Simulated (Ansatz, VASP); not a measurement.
One calculation of Bi2Te2Pb5S6, two programs

```
Bi Te Pb S
1.0
     4.24282    0.00000    0.00000
    -2.12141    3.67439    0.00000
     0.00000    0.00000   27.31123
Bi Te Pb S
2 2 5 6
Direct
  0.00000 0.00000 0.12186
  0.00000 0.00000 0.87814
  0.33333 0.66667 0.94406
  0.66667 0.33333 0.05594
  0.33333 0.66667 0.75132
  0.66667 0.33333 0.24868
  0.33333 0.66667 0.37438
  0.66667 0.33333 0.62562
  0.00000 0.00000 0.50000
  0.33333 0.66667 0.18628
  0.66667 0.33333 0.81372
  0.00000 0.00000 0.31166
  0.00000 0.00000 0.68834
  0.33333 0.66667 0.56279
  0.66667 0.33333 0.43721
```

Alike in both runs: functional PBE; k mesh 8 × 8 × 1; occupations fermi-dirac, width 0.02 eV; no spin polarisation.

Ansatz relaxed the structure, and its values are those at the end. VASP's run is a single point on that final structure, the one shown.

```csv
,VASP,Ansatz
version,VASP 6.6.1,Ansatz 0.2.0
potentials or method,"VASP PAW PBE potentials, release 64 (Bi_d, Te, Pb_d, S)","plane-wave PAW, scalar-relativistic"
plane-wave cutoff (eV),520,420
valence electrons in the cell,148,168
```

```csv
,VASP,Ansatz,Ansatz less VASP
gap on the k mesh at the Fermi level (eV),0.80,0.81,+0.008
pressure (GPa),0.9,1.0,+0.06
```

The functional is the same, so the differences come from potentials, cutoffs and numerics. VASP's potentials hold 148 valence electrons a cell and Ansatz's 168, so a difference there can come from the potentials and not from the codes. Ansatz's warnings: stress scf threshold loose.

Spin-orbit coupling is off throughout.
